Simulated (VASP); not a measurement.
Input of a VASP 6.6.1 run:

INCAR

```
ALGO = Normal
EDIFF = 1E-6
ENCUT = 500
GGA = PE
GGA_COMPAT = False
ISIF = 2
ISMEAR = 0
LASPH = True
LCHARG = True
LELF = True
LMAXMIX = 6
LREAL = False
LVHAR = True
LWAVE = False
NBANDS = 31
NELM = 200
PREC = Accurate
SIGMA = 0.1
```

Contents of KPOINTS:

```
k-points
0
Gamma
  4 4 4
```

The input POSCAR:

```
Ho4Pd
1.0
    4.6630098500      0.0000000000      0.0000000000
    0.0000000000      4.6630098500      0.0000000000
    0.0000000000      0.0000000000      4.6630098500
Ho Pd
4 1
Direct
    0.0000000000      0.5000000000      0.5000000000
    0.5000000000      0.5000000000      0.0000000000
    0.5000000000      0.0000000000      0.5000000000
    0.0000000000      0.0000000000      0.0000000000
    0.5000000000      0.5000000000      0.5000000000
```

Potentials or basis: VASP PAW PBE potentials, release 64 (Ho_3, Pd), 4f in core.

Command:

```sh
$ cat potpaw_PBE.64/Ho_3/POTCAR potpaw_PBE.64/Pd/POTCAR > POTCAR
$ mpirun -np 1 vasp_std > vasp.out
```

Q: Estimate the band gap on the k mesh.

A: Zero (bands 23 and 24 overlap by 1.45 eV).

Q: What does it give for the pressure?

A: 54.8 GPa.

Caveat: the cell stands under pressure; spin-orbit coupling is left out, which moves the levels of the heavy elements; the 4f electrons are frozen in the core, so they carry no moment and show no levels. Spin polarisation is off, so any magnetic state and its effect on volume and gap are missing.
